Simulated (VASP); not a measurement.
# Ti3Si (P6_3/mmc) in VASP: notebook

Ti3Si is run at these levels: PBEsol; tasks: single point, relaxation of cell and atoms.

Program: VASP 6.6.1. These are calculated values, not measurements. Logs are shortened: lines on timing, memory, paths and dates and some standing lists are left out, and cuts for length are marked.

## Step 1: The cell of the first run

The structure is hexagonal, space group P6_3/mmc (No. 194). The conventional cell has a = 5.631 Å, b = 5.631 Å, c = 4.505 Å, α = 90.00°, β = 90.00°, γ = 120.00°. Within 3.6 Å of Ti (site symmetry mm2) lie 8 Ti at 2.73 to 2.90 Å and 4 Si at 2.75 to 2.82 Å. Within 3.6 Å of Si (site symmetry -6m2) lie 12 Ti at 2.75 to 2.82 Å.

## Step 2: Single point, PBEsol

INCAR reads:

```
PREC = Accurate ; ENCUT = 520
EDIFF = 1E-6 ; ISMEAR = 0
SIGMA = 0.1 ; LREAL = False
LASPH = True ; NELM = 60
ALGO = Fast ; ISIF = 2
LWAVE = False ; LCHARG = False
GGA = PS ; NBANDS = 50
```

KPOINTS reads:

```
Automatic mesh
0
Gamma
  6 6 4
```

POSCAR reads:

```
Ti3Si
1.0
    5.6313135898      0.0000000000      0.0000000000
   -2.8156567949      4.8768606255      0.0000000000
    0.0000000000      0.0000000000      4.5054524700
Ti Si
6 2
Direct
    0.3435999600      0.1717999800      0.7500000000
    0.8282000200      0.1717999800      0.7500000000
    0.8282000200      0.6564000400      0.7500000000
    0.6564000400      0.8282000200      0.2500000000
    0.1717999800      0.8282000200      0.2500000000
    0.1717999800      0.3435999600      0.2500000000
    0.3333333300      0.6666666700      0.7500000000
    0.6666666700      0.3333333300      0.2500000000
```

Potentials or basis: VASP PAW PBE potentials, release 64 (Ti_sv, Si).

Started as:

```bash
> cat potpaw_PBE.64/Ti_sv/POTCAR potpaw_PBE.64/Si/POTCAR > POTCAR
> mpirun -np 1 vasp_std > vasp.out
```

OUTCAR:

```text
PREC = Accurate
   ENCUT = 520
   EDIFF = 1E-6
   ISMEAR = 0
   LREAL = False
   LASPH = True
   NELM = 60
   ISIF = 2
   GGA = PS

 ion  position               nearest neighbor table
   1  0.344  0.172  0.750-   2 2.73   3 2.73   8 2.75   8 2.75   6 2.81   6 2.81   5 2.81   5 2.81
                             7 2.82   7 2.82   2 2.90   3 2.90
   2  0.828  0.172  0.750-   1 2.73   3 2.73   8 2.75   8 2.75   6 2.81   6 2.81   4 2.81   4 2.81
                             7 2.82   7 2.82   1 2.90   3 2.90
   3  0.828  0.656  0.750-   1 2.73   2 2.73   8 2.75   8 2.75   4 2.81   4 2.81   5 2.81   5 2.81
                             7 2.82   7 2.82   2 2.90   1 2.90
   4  0.656  0.828  0.250-   5 2.73   6 2.73   7 2.75   7 2.75   3 2.81   3 2.81   2 2.81   2 2.81
                             8 2.82   8 2.82   5 2.90   6 2.90
   5  0.172  0.828  0.250-   4 2.73   6 2.73   7 2.75   7 2.75   3 2.81   3 2.81   1 2.81   1 2.81
                             8 2.82   8 2.82   4 2.90   6 2.90
   6  0.172  0.344  0.250-   4 2.73   5 2.73   7 2.75   7 2.75   1 2.81   1 2.81   2 2.81   2 2.81
                             8 2.82   8 2.82   5 2.90   4 2.90
   7  0.333  0.667  0.750-   5 2.75   5 2.75   4 2.75   4 2.75   6 2.75   6 2.75   3 2.82   1 2.82
                             2 2.82   2 2.82   3 2.82   1 2.82
   8  0.667  0.333  0.250-   2 2.75   2 2.75   1 2.75   1 2.75   3 2.75   3 2.75   6 2.82   4 2.82
                             5 2.82   5 2.82   6 2.82   4 2.82

  LATTYP: Found a hexagonal cell.
 ALAT       =     5.6313135898
 C/A-ratio  =     0.8000713152

  Lattice vectors:

 A1 = (   5.6313135898,   0.0000000000,   0.0000000000)
 A2 = (  -2.8156567949,   4.8768606255,   0.0000000000)
 A3 = (   0.0000000000,   0.0000000000,   4.5054524700)

Analysis of symmetry for initial positions (statically):
=====================================================================
 Subroutine PRICEL returns:
 Original cell was already a primitive cell.

 Routine SETGRP: Setting up the symmetry group for a
 hexagonal supercell.

 Subroutine GETGRP returns: Found 24 space group operations
 (whereof 12 operations were pure point group operations)
 out of a pool of 24 trial point group operations.

The static configuration has the point symmetry D_3d.
 The point group associated with its full space group is D_6h.

Analysis of symmetry for dynamics (positions and initial velocities):
=====================================================================
 Subroutine PRICEL returns:
 Original cell was already a primitive cell.

 Routine SETGRP: Setting up the symmetry group for a
 hexagonal supercell.

 Subroutine GETGRP returns: Found 24 space group operations
 (whereof 12 operations were pure point group operations)
 out of a pool of 24 trial point group operations.

The dynamic configuration has the point symmetry D_3d.
 The point group associated with its full space group is D_6h.

 Subroutine INISYM returns: Found 24 space group operations
 (whereof 12 operations are pure point group operations),
 and found     1 'primitive' translations

----------------------------------------------------------------------------------------

                                     Primitive cell

  volume of cell :     123.7338

  direct lattice vectors                    reciprocal lattice vectors
     5.631313590  0.000000000  0.000000000     0.177578461  0.102524972  0.000000000
    -2.815656795  4.876860625  0.000000000     0.000000000  0.205049944  0.000000000
     0.000000000  0.000000000  4.505452470     0.000000000  0.000000000  0.221953290

  length of vectors
     5.631313590  5.631313590  4.505452470     0.205049944  0.205049944  0.221953290

  position of ions in fractional coordinates (direct lattice)
     0.343599960  0.171799980  0.750000000
     0.828200020  0.171799980  0.750000000
     0.828200020  0.656400040  0.750000000
     0.656400040  0.828200020  0.250000000
     0.171799980  0.828200020  0.250000000
     0.171799980  0.343599960  0.250000000
     0.333333330  0.666666670  0.750000000
     0.666666670  0.333333330  0.250000000

  ion indices of the primitive-cell ions
   primitive index   ion index
                 1           1
                 2           2
                 3           3
                 4           4
                 5           5
                 6           6
                 7           7
                 8           8

----------------------------------------------------------------------------------------

 KPOINTS: Automatic mesh

Automatic generation of k-mesh.
 Grid dimensions read from file:
 generate k-points for:    6    6    4

 Generating k-lattice:

  Cartesian coordinates                     Fractional coordinates (reciprocal lattice)
     0.029596410  0.017087495  0.000000000     0.166666667  0.000000000  0.000000000
     0.000000000  0.034174991  0.000000000     0.000000000  0.166666667  0.000000000
[... 44 lines left out ...]
   EDIFFG = 0.1E-04   stopping-criterion for IOM
   NSW    =      0    number of steps for IOM
   IBRION =     -1    ionic relax: 0-MD 1-quasi-New 2-CG
   NFREE  =      0    steps in history (QN), initial steepest desc. (CG)
   ISIF   =      2    stress and relaxation
   ISYM   =      2    0-nonsym 1-usesym 2-fastsym
   POTIM  = 0.5000    time-step for ionic-motion
   TEBEG  =    0.0;   TEEND  =   0.0 temperature during run
   PSTRESS=    0.0 pullay stress
   NELECT =      80.0000    total number of electrons
   NUPDOWN=      -1.0000    fix difference up-down
   EMIN   =  10.00;   EMAX   =-10.00  energy-range for DOS
   EFERMI =   0.00;   METHOD = LEGACY
   ISMEAR =     0;   SIGMA  =   0.10  broadening in eV -4-tet -1-fermi 0-gaus
   EFERMI_NEDOS =   21; number of points for ismear=-14 and -15
   IALGO  =     68    algorithm
   IMIX   =      4    mixing-type and parameters
     AMIX     =   0.40;   BMIX     =  1.00
     AMIX_MAG =   1.60;   BMIX_MAG =  1.00
  volume/ion in A,a.u.               =      15.47       104.37
  Fermi-wavevector in a.u.,A,eV,Ry     =   1.415605  2.675105 27.265215  2.003937
  Thomas-Fermi vector in A             =   2.537026
   LORBIT       =      0    0 simple, 1 ext, 2 COOP (PROOUT), +10 PAW based schemes
   GGA     = PS    functional components
   LHFCALC =     F    Hartree Fock is set to
   AEXX    =    0.0000 exact exchange contribution
   IVDW    =     0    specifies the selected vdW correction
   LEPSILON=     F    determine dielectric tensor
   LRPA    =     F    only Hartree local field effects (RPA)
 non-spin polarized calculation
 RMM-DIIS sequential band-by-band and
 Gauss-broadening in eV      SIGMA  =   0.10
  energy-cutoff  :      520.00
  volume of cell :      123.73
 maximum number of plane-waves:      3377
 NGX is ok and might be reduce to    42
   NGX = 21   NGY = 21   NGZ = 17

 number of electron      79.9999996 magnetization

 Free energy of the ion-electron system (eV)
  ---------------------------------------------------
  ext. energy  EPLUGINS =         0.00000000
  ---------------------------------------------------
  free energy    TOTEN  =       -65.68929264 eV

  energy without entropy =      -65.64909695  energy(sigma->0) =      -65.66919480

 E-fermi :   9.3569     XC(G=0): -11.8897

 val. band max:        9.3493234237   @ k =   0.3333   0.1667   0.2500
 cond. band min:       9.3625455869   @ k =   0.3333   0.1667   0.0000
 fundamental gap:      0.0132221632
 Fermi energy:         9.3569499726

 k-point     1 :       0.0000    0.0000    0.0000
  band No.  band energies     occupation
      1     -47.1285      2.00000
      2     -47.0016      2.00000
      3     -46.9988      2.00000
      4     -46.9988      2.00000
      5     -46.9383      2.00000
      6     -46.9383      2.00000
[... 42 lines left out ...]
     49      11.4793      0.00000
     50      11.9599      0.00000

 k-point     2 :       0.1667   -0.0000    0.0000
  band No.  band energies     occupation
      1     -47.1208      2.00000
      2     -47.0099      2.00000
      3     -46.9991      2.00000
      4     -46.9983      2.00000
      5     -46.9383      2.00000
      6     -46.9380      2.00000
[... 999 lines left out ...]
 k-point    21 :       0.3333    0.3333    0.5000
  band No.  band energies     occupation
      1     -47.0338      2.00000
      2     -47.0338      2.00000
      3     -47.0004      2.00000
      4     -47.0004      2.00000
      5     -46.9686      2.00000
      6     -46.9686      2.00000
[... 42 lines left out ...]
     49      10.9250      0.00000
     50      10.9316      0.00000

------------------------ aborting loop because EDIFF is reached ----------------------------------------

  FORCE on cell =-STRESS in cart. coord.  units (eV):
  Direction    XX          YY          ZZ          XY          YZ          ZX
  --------------------------------------------------------------------------------------
  -------------------------------------------------------------------------------------
  Total       -2.5217384     -2.5217384     -2.8777324      0.0000000     -0.0000000      0.0000000
  in kB      -32.6529287    -32.6529287    -37.2625458      0.0000000     -0.0000000      0.0000000
  external PRESSURE =     -34.1894677 kB  Pullay stress =       0.0000000 kB

 VOLUME and BASIS-vectors are now :
 -----------------------------------------------------------------------------
  energy-cutoff  :      520.00
  volume of cell :      123.73
      direct lattice vectors                 reciprocal lattice vectors
     5.631313590  0.000000000  0.000000000     0.177578461  0.102524972  0.000000000
    -2.815656795  4.876860625  0.000000000     0.000000000  0.205049944  0.000000000
     0.000000000  0.000000000  4.505452470     0.000000000  0.000000000  0.221953290

 POSITION                                       TOTAL-FORCE (eV/Angst)
 -----------------------------------------------------------------------------------
      1.45119      0.83784      3.37909        -0.009028     -0.005212      0.000000
      4.18012      0.83784      3.37909         0.009028     -0.005212      0.000000
      2.81566      3.20117      3.37909         0.000000      0.010425     -0.000000
      1.36447      4.03902      1.12636         0.009028      0.005212     -0.000000
     -1.36447      4.03902      1.12636        -0.009028      0.005212     -0.000000
      0.00000      1.67569      1.12636         0.000000     -0.010425      0.000000
     -0.00000      3.25124      3.37909         0.000000     -0.000000     -0.000000
      2.81566      1.62562      1.12636         0.000000      0.000000     -0.000000
 -----------------------------------------------------------------------------------
    total drift:                               -0.000050      0.000029     -0.000000

  FREE ENERGIE OF THE ION-ELECTRON SYSTEM (eV)
  ---------------------------------------------------
  free  energy   TOTEN  =       -65.6892926390 eV

  energy  without entropy=      -65.6490969531  energy(sigma->0) =      -65.66919480
```

Run time: 4 min. Hardware: 1 thread of Intel Xeon 6975P-C (Granite Rapids), shared host; peak memory 0.29 GiB.

Results:

* Free energy: -65.6893 eV
* Pressure: -3.4 GPa
* Largest force: 0.010 eV/Å
* Band gap on the k mesh: zero (band 40 reaches 9.54 eV, above the bottom of band 41 at 9.32 eV)

Forces on the atoms (eV/Å):
```
Ti  -0.009 -0.005  0.000
Ti   0.009 -0.005  0.000
Ti   0.000  0.010  0.000
Ti   0.009  0.005  0.000
Ti  -0.009  0.005  0.000
Ti   0.000 -0.010  0.000
Si   0.000  0.000  0.000
Si   0.000  0.000  0.000
```

Stress tensor (GPa, compression positive):
```
-3.27  0.00  0.00
 0.00 -3.27  0.00
 0.00  0.00 -3.73
```

Levels at points of the mesh, in eV from the Fermi level:
```tsv
k point	band 38	band 39	band 40	band 41	band 42	band 43
(0.00, 0.00, 0.00)	-1.36	-0.65	-0.26	0.49	0.49	0.50
(0.50, 0.00, 0.00)	-0.67	-0.65	0.02	0.33	0.47	0.56
(0.00, 0.00, 0.50)	-1.09	-0.52	-0.52	-0.03	-0.03	-0.03
(0.50, 0.00, 0.50)	-0.50	-0.27	-0.27	0.02	0.02	0.55
```

Caveat: the PAW data sets were made with another functional, which shifts forces and pressure a little.

## Step 3: Single point, PBEsol

This run uses another cell than the first one, of 15.13 Å³/atom, 0.978 times its volume.

INCAR reads:

```
PREC = Accurate
ENCUT = 520
EDIFF = 1E-6
ISMEAR = -1
SIGMA = 0.15
LREAL = False
LASPH = True
NELM = 60
ALGO = Fast
ISIF = 2
LWAVE = False
LCHARG = True
GGA = PS
LELF = True
LVHAR = True
NBANDS = 50
```

KPOINTS reads:

```
Automatic mesh
0
Gamma
  6 6 8
```

POSCAR reads:

```
Ti3Si
1.0
    5.5798487671      0.0000000000      0.0000000000
   -2.7899243836      4.8322907816      0.0000000000
    0.0000000000      0.0000000000      4.4880980780
Ti Si
6 2
Direct
    0.3426839998      0.1713419999      0.7500000000
    0.8286580001      0.1713419999      0.7500000000
    0.8286580001      0.6573160002      0.7500000000
    0.6573160002      0.8286580001      0.2500000000
    0.1713419999      0.8286580001      0.2500000000
    0.1713419999      0.3426839998      0.2500000000
    0.3333333333      0.6666666667      0.7500000000
    0.6666666667      0.3333333333      0.2500000000
```

Potentials or basis: VASP PAW PBE potentials, release 64 (Ti_sv, Si).

Started as:

```bash
> cat potpaw_PBE.64/Ti_sv/POTCAR potpaw_PBE.64/Si/POTCAR > POTCAR
> mpirun -np 1 vasp_std > vasp.out
```

Run time: 9.7 min. Hardware: 1 thread of Intel Xeon 6975P-C (Granite Rapids), shared host; peak memory 0.33 GiB.

Results (log left out):

```yaml
Free_energy: -65.9324 eV
Pressure: 0.0 GPa
Largest_force: 0.011 eV/Å
Band_gap_on_the_k_mesh: zero (band 40 reaches 9.80 eV, above the bottom of band 41 at 9.45 eV)
```

Forces on the atoms (eV/Å):
```
Ti  -0.010 -0.006  0.000
Ti   0.010 -0.006  0.000
Ti   0.000  0.011  0.000
Ti   0.010  0.006  0.000
Ti  -0.010  0.006  0.000
Ti   0.000 -0.011  0.000
Si   0.000  0.000  0.000
Si   0.000  0.000  0.000
```

Levels at points of the mesh, in eV from the Fermi level:
| k point | band 37 | band 38 | band 39 | band 40 | band 41 | band 42 | band 43 | band 44 |
| --- | --- | --- | --- | --- | --- | --- | --- | --- |
| (0.00, 0.00, 0.00) | -1.37 | -1.37 | -0.67 | -0.21 | 0.51 | 0.51 | 0.56 | 0.61 |
| (0.50, 0.00, 0.00) | -0.95 | -0.65 | -0.63 | 0.07 | 0.37 | 0.50 | 0.60 | 0.90 |
| (0.00, 0.00, 0.50) | -1.08 | -1.08 | -0.55 | -0.55 | -0.02 | -0.02 | -0.02 | -0.02 |
| (0.50, 0.00, 0.50) | -0.50 | -0.50 | -0.26 | -0.26 | 0.05 | 0.05 | 0.56 | 0.56 |

Caveat: the PAW data sets were made with another functional, which shifts forces and pressure a little.

## Step 4: Relaxation of cell and atoms, PBEsol

This run uses another cell than the first one, of 15.10 Å³/atom, 0.976 times its volume.

INCAR reads:

```
PREC = Accurate
ENCUT = 600
EDIFF = 1E-7
ISMEAR = -1
SIGMA = 0.15
LREAL = False
LASPH = True
NELM = 100
ALGO = Fast
ISIF = 3
LWAVE = False
LCHARG = False
GGA = PS
IBRION = 2
NSW = 80
EDIFFG = -0.001
```

KPOINTS is that of step 3.

POSCAR reads:

```
Ti3Si
1.0
    5.5838061708      0.0000000000      0.0000000000
   -2.7919030854      4.8357179938      0.0000000000
    0.0000000000      0.0000000000      4.4732147126
Ti Si
6 2
Direct
    0.3431759318      0.1715879659      0.7500000000
    0.8284120341      0.1715879659      0.7500000000
    0.8284120341      0.6568240682      0.7500000000
    0.6568240682      0.8284120341      0.2500000000
    0.1715879659      0.8284120341      0.2500000000
    0.1715879659      0.3431759318      0.2500000000
    0.3333333333      0.6666666667      0.7500000000
    0.6666666667      0.3333333333      0.2500000000
```

Started as:

```bash
> cat potpaw_PBE.64/Ti_sv/POTCAR potpaw_PBE.64/Si/POTCAR > POTCAR
> mpirun -np 1 vasp_std > vasp.out
```

It took 47 min on 1 thread of Intel Xeon 6975P-C (Granite Rapids), shared host; peak memory 0.41 GiB.

The run converged. Its results:

```yaml
Free_energy: -65.9321 eV
Relaxed_volume: 15.12 Å³/atom
Relaxed_cell: a = 5.578 Å, b = 5.578 Å, c = 4.488 Å, α = 90.00°, β = 90.00°, γ = 120.00°
Space_group_after_relaxing_to_0.05_Å: P6_3/mmc (No. 194)
Energy_gained_by_relaxing: 0.2 meV/atom
Ionic_steps: 10
Pressure_after_relaxing: 0.0 GPa
Band_gap_on_the_k_mesh: zero (band 40 reaches 9.81 eV, above the bottom of band 41 at 9.45 eV)
```

The path:
| step | energy change (eV) | largest force (eV/Å) | pressure (GPa) | volume (Å³) |
| --- | --- | --- | --- | --- |
| 1 | 0.0000 | 0.0422 | 0.21 | 120.78 |
| 2 | -0.0010 | 0.0147 | -0.22 | 121.14 |
| 3 | -0.0010 | 0.0162 | -0.21 | 121.13 |
| 4 | -0.0012 | 0.0032 | 0.07 | 120.88 |
| 5 | -0.0012 | 0.0039 | -0.02 | 120.96 |
| 6 | -0.0012 | 0.0011 | 0.00 | 120.94 |
| 7 | -0.0012 | 0.0021 | 0.01 | 120.94 |
| 8 | -0.0012 | 0.0003 | -0.01 | 120.95 |
| 9 | -0.0012 | 0.0011 | -0.01 | 120.95 |
| 10 | -0.0012 | 0.0008 | 0.00 | 120.94 |

Final structure:
```
Ti Si
1.0
     5.57817    0.00000    0.00000
    -2.78909    4.83084    0.00000
     0.00000    0.00000    4.48815
Ti Si
6 2
Direct
  0.34252 0.17126 0.75000
  0.82874 0.17126 0.75000
  0.82874 0.65748 0.75000
  0.65748 0.82874 0.25000
  0.17126 0.82874 0.25000
  0.17126 0.34252 0.25000
  0.33333 0.66667 0.75000
  0.66667 0.33333 0.25000
```

Levels at points of the mesh, in eV from the Fermi level:
```csv
k point,band 36,band 37,band 38,band 39,band 40,band 41,band 42,band 43,band 44,band 45
"(0.00, 0.00, 0.00)",-1.73,-1.37,-1.37,-0.68,-0.21,0.51,0.51,0.56,0.61,0.61
"(0.50, 0.00, 0.00)",-1.13,-0.95,-0.65,-0.63,0.08,0.37,0.50,0.60,0.90,1.21
"(0.00, 0.00, 0.50)",-1.40,-1.08,-1.08,-0.55,-0.55,-0.02,-0.02,-0.02,-0.02,1.66
"(0.50, 0.00, 0.50)",-0.60,-0.50,-0.50,-0.26,-0.26,0.05,0.05,0.56,0.56,1.15
```

Caveat: the PAW data sets were made with another functional, which shifts forces and pressure a little.

## Step 5: Overview

| task | cell | k mesh | cutoff (eV) | smearing | gap on the mesh (eV) | pressure (GPa) | largest force (eV/Å) |
| --- | --- | --- | --- | --- | --- | --- | --- |
| single point | a = 5.631, b = 5.631, c = 4.505 Å, angles 90.0, 90.0, 120.0°, 8 atoms | 6 × 6 × 4 | 520 | gaussian 0.1 eV | none | -3.4 | 0.01 |
| single point | a = 5.580, b = 5.580, c = 4.488 Å, angles 90.0, 90.0, 120.0°, 8 atoms | 6 × 6 × 8 | 520 | fermi-dirac 0.15 eV | none | 0.0 | 0.01 |
| relaxation of cell and atoms | relaxed from a = 5.584, b = 5.584, c = 4.473 Å, angles 90.0, 90.0, 120.0°, 8 atoms | 6 × 6 × 8 | 600 | fermi-dirac 0.15 eV | none | 0.0 | - |

Alike in all rows: level PBEsol; potentials or basis VASP PAW PBE potentials, release 64 (Ti_sv, Si); no spin polarisation.

Caveats: the PAW data sets were made with another functional, which shifts forces and pressure a little.

Absolute energies hang on the potentials; compare differences alone.
